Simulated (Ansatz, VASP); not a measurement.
# One calculation of Zn, two programs

The input INCAR:

```
  ALGO = Normal
  EDIFF = 1E-7
  ENCUT = 520
  GGA = RP
  ISIF = 2
  ISMEAR = -1
  LASPH = True
  LCHARG = False
  LREAL = False
  LWAVE = False
  NBANDS = 32
  NELM = 80
  PREC = Accurate
  SIGMA = 0.1
```

The input KPOINTS:

```
k-points
0
Gamma
  15 15 4
```

Contents of POSCAR:

```
Zn
1.0
    2.7668547881      0.0000000000      0.0000000000
   -1.3834273940      2.3961665351      0.0000000000
    0.0000000000      0.0000000000     10.3679324343
Zn
4
Direct
    1.0000000000      0.0000000000      1.0000000000
    1.0000000000      1.0000000000      0.5000000000
    0.3333333333      0.6666666667      0.2500000000
    0.6666666667      0.3333333333      0.7500000000
```

Input for Ansatz:

```yaml
crystal:
  lattice:
    - [2.7668547881, 0.0, 0.0]
    - [-1.383427394, 2.3961665351, 0.0]
    - [0.0, 0.0, 10.3679324343]
  atoms:
    - { symbol: Zn, position: [1.0, 0.0, 1.0] }
    - { symbol: Zn, position: [1.0, 1.0, 0.5] }
    - { symbol: Zn, position: [0.3333333333, 0.6666666667, 0.25] }
    - { symbol: Zn, position: [0.6666666667, 0.3333333333, 0.75] }
hamiltonian:
  xc: rpbe
  pseudopotentials:
    kind: paw
    azcp:
      Zn: "pseudopotentials/Zn.paw.azcp"
basis:
  ecutwfc: 420
  fft_grid_basis: typed
kpoints:
  mp_grid: { grid: [15, 15, 4], shift: [0, 0, 0] }
magnetization:
  spin_polarized: false
scf:
  occupations: { method: fermi_dirac, width: 0.1 }
  lower_state_search: "off"
output:
  stress: true
  write_density: true
  write_potential: true
  elf: true
  volumetric_format: npy
```

Alike in both runs: task single point; functional RPBE; k mesh 15 × 15 × 4; occupations fermi-dirac, width 0.1 eV; no spin polarisation.

|  | VASP | Ansatz |
| --- | --- | --- |
| version | VASP 6.6.1 | Ansatz 0.2.0 |
| potentials or method | VASP PAW PBE potentials, release 64 (Zn), cutoff 520 eV | plane waves (420 eV) with PAW, scalar-relativistic |
| valence electrons in the cell | 48 | 48 |

Ansatz gave:

* pressure (GPa): -3.7
* traceless stress, the component that is largest in VASP (GPa): 1.93

Problem. Estimate VASP's values.

Solution. Pressure (GPa): -3.5; traceless stress, the component that is largest in VASP (GPa): 1.84.

VASP's potentials were made for PBE, not for RPBE.
